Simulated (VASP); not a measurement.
# TaN (P6/mmm) in VASP: a series of runs

The runs below take TaN through electric field gradients, with LDA.

Program: VASP 6.6.1. These are calculated values, not measurements. Logs are shortened: lines on timing, memory, paths and dates and some standing lists are left out, and cuts for length are marked.

### Step 1. The cell of the first run

Symmetry: P6/mmm, No. 191, hexagonal system. Conventional cell: a = 5.185 Å, b = 5.185 Å, c = 2.879 Å, α = 90.00°, β = 90.00°, γ = 120.00°. Ta (site symmetry 6/mmm) has 6 N at 2.59 Å and 14 Ta at 2.88 to 3.32 Å within 3.4 Å. Within 2.7 Å of Ta (site symmetry -6m2) lie 6 N at 2.08 Å. Within 2.7 Å of N (site symmetry mmm) lie 6 Ta at 2.08 to 2.59 Å and 4 N at 2.59 Å.

### Step 2. Electric field gradients, LDA (zz strain of -1 %)

INCAR reads:

```
SYSTEM = TaN
ALGO = Normal
EDIFF = 1E-8
ENCUT = 520
GGA = CA
ISIF = 2
ISMEAR = -1
LASPH = .True.
LCHARG = .False.
LEFG = .True.
LREAL = .False.
LWAVE = .False.
NBANDS = 33
NELM = 80
PREC = Accurate
SIGMA = 0.03
```

KPOINTS reads:

```
k-points
0
Gamma
  5 5 8
  0 0 0
```

POSCAR reads:

```
TaN
1.0
    5.1849992558      0.0000000000      0.0000000000
   -2.5924996279      4.4903410741      0.0000000000
    0.0000000000      0.0000000000      2.8789200000
Ta N
3 3
Direct
    0.0000000000      0.0000000000      0.0000000000
    0.3333333333      0.6666666667      0.5000000000
    0.6666666667      0.3333333333      0.5000000000
    0.5000000000      0.0000000000      0.0000000000
    0.5000000000      0.5000000000      0.0000000000
    0.0000000000      0.5000000000      0.0000000000
```

Potentials or basis: VASP PAW LDA potentials, release 64 (Ta_pv, N).

On the command line:

```
$ cat potpaw_LDA.64/Ta_pv/POTCAR potpaw_LDA.64/N/POTCAR > POTCAR
$ mpirun -np 1 vasp_std > vasp.out
```

OUTCAR:

```text
SYSTEM = TaN
   EDIFF = 1E-8
   ENCUT = 520
   GGA = CA
   ISIF = 2
   ISMEAR = -1
   LASPH = .True.
   LREAL = .False.
   NELM = 80
   PREC = Accurate

 ion  position               nearest neighbor table
   1  0.000  0.000  0.000-   5 2.59   6 2.59   6 2.59   5 2.59   4 2.59   4 2.59   3 3.32   3 3.32
                             2 3.32   2 3.32   2 3.32   3 3.32   2 3.32   3 3.32   2 3.32   3 3.32
   2  0.333  0.667  0.500-   4 2.08   4 2.08   6 2.08   6 2.08   5 2.08   5 2.08   3 2.99   3 2.99
                             3 2.99   1 3.32   1 3.32   1 3.32   1 3.32   1 3.32   1 3.32
   3  0.667  0.333  0.500-   4 2.08   4 2.08   6 2.08   6 2.08   5 2.08   5 2.08   2 2.99   2 2.99
                             2 2.99   1 3.32   1 3.32   1 3.32   1 3.32   1 3.32   1 3.32
   4  0.500  0.000  0.000-   2 2.08   3 2.08   2 2.08   3 2.08   1 2.59   1 2.59
   5  0.500  0.500  0.000-   2 2.08   3 2.08   2 2.08   3 2.08   1 2.59   1 2.59
   6  0.000  0.500  0.000-   2 2.08   3 2.08   2 2.08   3 2.08   1 2.59   1 2.59

  LATTYP: Found a hexagonal cell.
 ALAT       =     5.1849992558
 C/A-ratio  =     0.5552401954

  Lattice vectors:

 A1 = (   5.1849992558,   0.0000000000,   0.0000000000)
 A2 = (  -2.5924996279,   4.4903410741,   0.0000000000)
 A3 = (   0.0000000000,   0.0000000000,   2.8789200000)

Analysis of symmetry for initial positions (statically):
=====================================================================
 Subroutine PRICEL returns:
 Original cell was already a primitive cell.

 Routine SETGRP: Setting up the symmetry group for a
 hexagonal supercell.

 Subroutine GETGRP returns: Found 24 space group operations
 (whereof 24 operations were pure point group operations)
 out of a pool of 24 trial point group operations.

The static configuration has the point symmetry D_6h.

Analysis of symmetry for dynamics (positions and initial velocities):
=====================================================================
 Subroutine PRICEL returns:
 Original cell was already a primitive cell.

 Routine SETGRP: Setting up the symmetry group for a
 hexagonal supercell.

 Subroutine GETGRP returns: Found 24 space group operations
 (whereof 24 operations were pure point group operations)
 out of a pool of 24 trial point group operations.

The dynamic configuration has the point symmetry D_6h.

 Subroutine INISYM returns: Found 24 space group operations
 (whereof 24 operations are pure point group operations),
 and found     1 'primitive' translations

----------------------------------------------------------------------------------------

                                     Primitive cell

  volume of cell :      67.0282

  direct lattice vectors                    reciprocal lattice vectors
     5.184999256  0.000000000  0.000000000     0.192864059  0.111350116  0.000000000
    -2.592499628  4.490341074  0.000000000     0.000000000  0.222700232  0.000000000
     0.000000000  0.000000000  2.878920000     0.000000000  0.000000000  0.347352479

  length of vectors
     5.184999256  5.184999256  2.878920000     0.222700232  0.222700232  0.347352479

  position of ions in fractional coordinates (direct lattice)
     0.000000000  0.000000000  0.000000000
     0.333333333  0.666666667  0.500000000
     0.666666667  0.333333333  0.500000000
     0.500000000  0.000000000  0.000000000
     0.500000000  0.500000000  0.000000000
     0.000000000  0.500000000  0.000000000

  ion indices of the primitive-cell ions
   primitive index   ion index
                 1           1
                 2           2
                 3           3
                 4           4
                 5           5
                 6           6

----------------------------------------------------------------------------------------

 KPOINTS: k-points

Automatic generation of k-mesh.
 Grid dimensions read from file:
 generate k-points for:    5    5    8

 Generating k-lattice:
[... 53 lines left out ...]
   ISTART =      0    job   : 0-new  1-cont  2-samecut
   ICHARG =      2    charge: 1-file 2-atom 10-const
   ISPIN  =      1    spin polarized calculation?
   LNONCOLLINEAR =      F non collinear calculations
   LSORBIT =      F    spin-orbit coupling
   LASPH  =      T    aspherical Exc in radial PAW
   ENCUT  =  520.0 eV  38.22 Ry    6.18 a.u.   9.64  9.64  5.35*2*pi/ulx,y,z
   NELM   =     80;   NELMIN=  2; NELMDL= -5     # of ELM steps
   EDIFF  = 0.1E-07   stopping-criterion for ELM
   LREAL  =      F    real-space projection
   EDIFFG = 0.1E-06   stopping-criterion for IOM
   NSW    =      0    number of steps for IOM
   IBRION =     -1    ionic relax: 0-MD 1-quasi-New 2-CG
   NFREE  =      0    steps in history (QN), initial steepest desc. (CG)
   ISIF   =      2    stress and relaxation
   ISYM   =      2    0-nonsym 1-usesym 2-fastsym
   POTIM  = 0.5000    time-step for ionic-motion
   TEBEG  =    0.0;   TEEND  =   0.0 temperature during run
   PSTRESS=    0.0 pullay stress
   NELECT =      48.0000    total number of electrons
   NUPDOWN=      -1.0000    fix difference up-down
   EMIN   =  10.00;   EMAX   =-10.00  energy-range for DOS
   EFERMI =   0.00;   METHOD = LEGACY
   ISMEAR =    -1;   SIGMA  =   0.03  broadening in eV -4-tet -1-fermi 0-gaus
   EFERMI_NEDOS =   21; number of points for ismear=-14 and -15
   IALGO  =     38    algorithm
   IMIX   =      4    mixing-type and parameters
     AMIX     =   0.40;   BMIX     =  1.00
     AMIX_MAG =   1.60;   BMIX_MAG =  1.00
  volume/ion in A,a.u.               =      11.17        75.39
  Fermi-wavevector in a.u.,A,eV,Ry     =   1.464657  2.767801 29.187506  2.145221
  Thomas-Fermi vector in A             =   2.580607
   LORBIT       =      0    0 simple, 1 ext, 2 COOP (PROOUT), +10 PAW based schemes
   GGA     = CA    functional components
   LHFCALC =     F    Hartree Fock is set to
   AEXX    =    0.0000 exact exchange contribution
   IVDW    =     0    specifies the selected vdW correction
   LEPSILON=     F    determine dielectric tensor
   LRPA    =     F    only Hartree local field effects (RPA)
 non-spin polarized calculation
  energy-cutoff  :      520.00
  volume of cell :       67.03
 maximum number of plane-waves:      1834
 NGX is ok and might be reduce to    40
   NGX = 19   NGY = 19   NGZ = 11

 number of electron      48.0000002 magnetization

 Free energy of the ion-electron system (eV)
  ---------------------------------------------------
  ext. energy  EPLUGINS =         0.00000000
  ---------------------------------------------------
  free energy    TOTEN  =       -71.34903115 eV

  energy without entropy =      -71.34391997  energy(sigma->0) =      -71.34647556

 E-fermi :   8.2317     XC(G=0): -13.3369

 val. band max:        8.2281015898   @ k =   0.2000   0.0000   0.3750
 cond. band min:       8.2938667103   @ k =   0.0000   0.0000   0.3750
 fundamental gap:      0.0657651205
 Fermi energy:         8.2316959019

 k-point     1 :       0.0000    0.0000    0.0000
  band No.  band energies     occupation
      1     -27.8155      2.00000
      2     -27.8155      2.00000
      3     -27.4027      2.00000
      4     -27.4027      2.00000
      5     -27.1672      2.00000
      6     -27.0328      2.00000
[... 853 lines left out ...]
     32      12.2213      0.00000
     33      13.6590      0.00000

 [... further k-points ...]
[... 5 lines left out ...]
  --------------------------------------------------------------------------------------
  -------------------------------------------------------------------------------------
  Total        0.0334622      0.0334622      1.4014291      0.0000000      0.0000000      0.0000000
  in kB        0.7998484      0.7998484     33.4984021      0.0000000      0.0000000      0.0000000
  external PRESSURE =      11.6993663 kB  Pullay stress =       0.0000000 kB

 VOLUME and BASIS-vectors are now :
 -----------------------------------------------------------------------------
  energy-cutoff  :      520.00
  volume of cell :       67.03
      direct lattice vectors                 reciprocal lattice vectors
     5.184999256  0.000000000  0.000000000     0.192864059  0.111350116  0.000000000
    -2.592499628  4.490341074  0.000000000     0.000000000  0.222700232  0.000000000
     0.000000000  0.000000000  2.878920000     0.000000000  0.000000000  0.347352479

 POSITION                                       TOTAL-FORCE (eV/Angst)
 -----------------------------------------------------------------------------------
      0.00000      0.00000      0.00000        -0.000000      0.000000      0.000000
     -0.00000      2.99356      1.43946        -0.000000      0.000000      0.000000
      2.59250      1.49678      1.43946         0.000000     -0.000000     -0.000000
      2.59250      0.00000      0.00000        -0.000000      0.000000      0.000000
      1.29625      2.24517      0.00000        -0.000000      0.000000      0.000000
     -1.29625      2.24517      0.00000        -0.000000      0.000000      0.000000
 -----------------------------------------------------------------------------------
    total drift:                               -0.000000      0.000000     -0.000000

  FREE ENERGIE OF THE ION-ELECTRON SYSTEM (eV)
  ---------------------------------------------------
  free  energy   TOTEN  =       -71.3490311518 eV

  energy  without entropy=      -71.3439199694  energy(sigma->0) =      -71.34647556

 Electric field gradients (V/A^2)
---------------------------------------------------------------------
 ion       V_xx      V_yy      V_zz      V_xy      V_xz      V_yz
---------------------------------------------------------------------
   1     170.828   170.828  -341.656    -0.001     0.000     0.000
   2     192.111   192.111  -384.222     0.000     0.000    -0.000
   3     192.111   192.111  -384.222     0.000     0.000    -0.000
   4      33.261   -28.145    -5.116     0.001     0.000     0.000
   5     -12.794    17.911    -5.116    26.591     0.000    -0.000
   6     -12.794    17.910    -5.116   -26.589    -0.000    -0.000
---------------------------------------------------------------------

 Electric field gradients after diagonalization (V/A^2)
 (convention: |V_zz| > |V_xx| > |V_yy|)
----------------------------------------------------------------------
 ion       V_xx      V_yy      V_zz     asymmetry (V_yy - V_xx)/ V_zz
----------------------------------------------------------------------
   1     170.829   170.827  -341.656       0.000
   2     192.111   192.110  -384.222       0.000
   3     192.111   192.110  -384.222       0.000
   4     -28.145    -5.116    33.261       0.692
   5     -28.147    -5.116    33.263       0.692
   6     -28.145    -5.116    33.261       0.692
----------------------------------------------------------------------

           NMR quadrupolar parameters

 Cq : quadrupolar parameter    Cq=e*Q*V_zz/h
 eta: asymmetry parameters     (V_yy - V_xx)/ V_zz
 Q  : nuclear electric quadrupole moment in mb (millibarn)
----------------------------------------------------------------------
 ion       Cq(MHz)       eta       Q (mb)
----------------------------------------------------------------------
   1      -0.826       0.000       1.000
   2      -0.929       0.000       1.000
   3      -0.929       0.000       1.000
   4       0.080       0.692       1.000
   5       0.080       0.692       1.000
   6       0.080       0.692       1.000
----------------------------------------------------------------------
```

It took 85 s on 1 thread of Intel Xeon 8259CL, shared host; peak memory 0.19 GiB.

Results:

```
Free energy            : -71.3490 eV
Pressure               : 1.2 GPa
Band gap on the k mesh : zero (band 24 reaches 9.06 eV, above the bottom of band 25 at 6.84 eV)
```

Electric field gradients, principal values (V/Å²):
| atom | least | middle | greatest (by size) |
| --- | --- | --- | --- |
| 1 Ta | 170.827 | 170.829 | -341.656 |
| 2 Ta | 192.110 | 192.111 | -384.222 |
| 3 Ta | 192.110 | 192.111 | -384.222 |
| 4 N | -5.116 | -28.145 | 33.261 |
| 5 N | -5.116 | -28.147 | 33.263 |
| 6 N | -5.116 | -28.145 | 33.261 |

Caveat: the cell differs from its parent crystal (zz strain of -1 %); without QUAD_EFG the Cq values of the log hold for a quadrupole moment of 1 mb, not for the nuclei; spin-orbit coupling is left out, which moves the levels of the heavy elements.

### Step 3. Electric field gradients, LDA (zz strain of +1 %)

INCAR reads:

```
PREC = Accurate
ENCUT = 520
EDIFF = 1E-8
ISMEAR = -1
SIGMA = 0.03
LREAL = False
LASPH = True
NELM = 100
ALGO = Normal
ISIF = 2
LWAVE = False
LCHARG = False
GGA = CA
LEFG = True
NBANDS = 33
```

KPOINTS reads:

```
Automatic mesh
0
Gamma
  5 5 8
```

POSCAR, as its differences from that of step 2:

```diff
@@ -4,3 +4,3 @@
    -2.5924996279      4.4903410741      0.0000000000
-    0.0000000000      0.0000000000      2.8789200000
+    0.0000000000      0.0000000000      2.9370800000
 Ta N
```

Potentials or basis: VASP PAW LDA potentials, release 64 (Ta_pv, N).

On the command line:

```
$ cat potpaw_LDA.64/Ta_pv/POTCAR potpaw_LDA.64/N/POTCAR > POTCAR
$ mpirun -np 1 vasp_std > vasp.out
```

OUTCAR:

```text
PREC = Accurate
   ENCUT = 520
   EDIFF = 1E-8
   ISMEAR = -1
   LREAL = False
   LASPH = True
   NELM = 100
   ISIF = 2
   GGA = CA

 ion  position               nearest neighbor table
   1  0.000  0.000  0.000-   5 2.59   6 2.59   6 2.59   5 2.59   4 2.59   4 2.59   3 3.33   3 3.33
                             2 3.33   2 3.33   2 3.33   3 3.33   2 3.33   3 3.33   2 3.33   3 3.33
   2  0.333  0.667  0.500-   4 2.10   4 2.10   6 2.10   6 2.10   5 2.10   5 2.10   3 2.99   3 2.99
                             3 2.99   1 3.33   1 3.33   1 3.33   1 3.33   1 3.33   1 3.33
   3  0.667  0.333  0.500-   4 2.10   4 2.10   6 2.10   6 2.10   5 2.10   5 2.10   2 2.99   2 2.99
                             2 2.99   1 3.33   1 3.33   1 3.33   1 3.33   1 3.33   1 3.33
   4  0.500  0.000  0.000-   2 2.10   3 2.10   2 2.10   3 2.10   1 2.59   1 2.59
   5  0.500  0.500  0.000-   2 2.10   3 2.10   2 2.10   3 2.10   1 2.59   1 2.59
   6  0.000  0.500  0.000-   2 2.10   3 2.10   2 2.10   3 2.10   1 2.59   1 2.59

  LATTYP: Found a hexagonal cell.
 ALAT       =     5.1849992558
 C/A-ratio  =     0.5664571691

  Lattice vectors:

 A1 = (   5.1849992558,   0.0000000000,   0.0000000000)
 A2 = (  -2.5924996279,   4.4903410741,   0.0000000000)
 A3 = (   0.0000000000,   0.0000000000,   2.9370800000)

Analysis of symmetry for initial positions (statically):
=====================================================================
 Subroutine PRICEL returns:
 Original cell was already a primitive cell.

 Routine SETGRP: Setting up the symmetry group for a
 hexagonal supercell.

 Subroutine GETGRP returns: Found 24 space group operations
 (whereof 24 operations were pure point group operations)
 out of a pool of 24 trial point group operations.

The static configuration has the point symmetry D_6h.

Analysis of symmetry for dynamics (positions and initial velocities):
[... 1046 lines left out ...]
  in kB      -45.8178715    -45.8178715   -116.0206173      0.0000000      0.0000000      0.0000000
  external PRESSURE =     -69.2187867 kB  Pullay stress =       0.0000000 kB

 VOLUME and BASIS-vectors are now :
 -----------------------------------------------------------------------------
  energy-cutoff  :      520.00
  volume of cell :       68.38
      direct lattice vectors                 reciprocal lattice vectors
     5.184999256  0.000000000  0.000000000     0.192864059  0.111350116  0.000000000
    -2.592499628  4.490341074  0.000000000     0.000000000  0.222700232  0.000000000
     0.000000000  0.000000000  2.937080000     0.000000000  0.000000000  0.340474212

 POSITION                                       TOTAL-FORCE (eV/Angst)
 -----------------------------------------------------------------------------------
      0.00000      0.00000      0.00000        -0.000000      0.000000      0.000000
     -0.00000      2.99356      1.46854         0.000000      0.000000      0.000000
      2.59250      1.49678      1.46854        -0.000000      0.000000     -0.000000
      2.59250      0.00000      0.00000         0.000000      0.000000      0.000000
      1.29625      2.24517      0.00000         0.000000      0.000000      0.000000
     -1.29625      2.24517      0.00000        -0.000000      0.000000      0.000000
 -----------------------------------------------------------------------------------
    total drift:                               -0.000000      0.000000     -0.000000

  FREE ENERGIE OF THE ION-ELECTRON SYSTEM (eV)
  ---------------------------------------------------
  free  energy   TOTEN  =       -71.3141040461 eV

  energy  without entropy=      -71.3114101738  energy(sigma->0) =      -71.31275711

 Electric field gradients (V/A^2)
---------------------------------------------------------------------
 ion       V_xx      V_yy      V_zz      V_xy      V_xz      V_yz
---------------------------------------------------------------------
   1     167.988   167.987  -335.975    -0.001     0.000    -0.000
   2     182.217   182.218  -364.435     0.000     0.000    -0.000
   3     182.217   182.218  -364.435     0.000     0.000    -0.000
   4      33.170   -29.567    -3.602     0.001     0.000     0.000
   5     -13.884    17.486    -3.603    27.167     0.000    -0.000
   6     -13.884    17.486    -3.602   -27.166    -0.000    -0.000
---------------------------------------------------------------------

 Electric field gradients after diagonalization (V/A^2)
 (convention: |V_zz| > |V_xx| > |V_yy|)
----------------------------------------------------------------------
 ion       V_xx      V_yy      V_zz     asymmetry (V_yy - V_xx)/ V_zz
----------------------------------------------------------------------
   1     167.988   167.987  -335.975       0.000
   2     182.218   182.217  -364.435       0.000
   3     182.218   182.217  -364.435       0.000
   4     -29.567    -3.602    33.170       0.783
   5     -29.569    -3.603    33.172       0.783
   6     -29.567    -3.602    33.170       0.783
----------------------------------------------------------------------

           NMR quadrupolar parameters

 Cq : quadrupolar parameter    Cq=e*Q*V_zz/h
 eta: asymmetry parameters     (V_yy - V_xx)/ V_zz
 Q  : nuclear electric quadrupole moment in mb (millibarn)
----------------------------------------------------------------------
 ion       Cq(MHz)       eta       Q (mb)
----------------------------------------------------------------------
   1      -0.812       0.000       1.000
   2      -0.881       0.000       1.000
   3      -0.881       0.000       1.000
   4       0.080       0.783       1.000
   5       0.080       0.783       1.000
   6       0.080       0.783       1.000
----------------------------------------------------------------------
```

Run time: 1.7 min. Hardware: 1 thread of Intel Xeon 8259CL, shared host; peak memory 0.19 GiB.

What came out:

* Free energy: -71.3141 eV
* Pressure: -6.9 GPa
* Band gap on the k mesh: zero (band 24 reaches 8.80 eV, above the bottom of band 25 at 6.71 eV)

Levels at points of the mesh, in eV from the Fermi level:
```
           k point  band 22  band 23  band 24  band 25  band 26  band 27
(0.00, 0.00, 0.00)    -2.39    -1.97    -1.25    -1.25     0.68     0.68
(0.00, 0.00, 0.50)    -2.98    -1.85     0.84     0.84     1.35     1.75
```

Electric field gradients, principal values (V/Å²):
| atom | least | middle | greatest (by size) |
| --- | --- | --- | --- |
| 1 Ta | 167.987 | 167.988 | -335.975 |
| 2 Ta | 182.217 | 182.218 | -364.435 |
| 3 Ta | 182.217 | 182.218 | -364.435 |
| 4 N | -3.602 | -29.567 | 33.170 |
| 5 N | -3.603 | -29.569 | 33.172 |
| 6 N | -3.602 | -29.567 | 33.170 |

Caveat: the cell differs from its parent crystal (zz strain of +1 %); without QUAD_EFG the Cq values of the log hold for a quadrupole moment of 1 mb, not for the nuclei; spin-orbit coupling is left out, which moves the levels of the heavy elements.

[end of part 1 of 2]
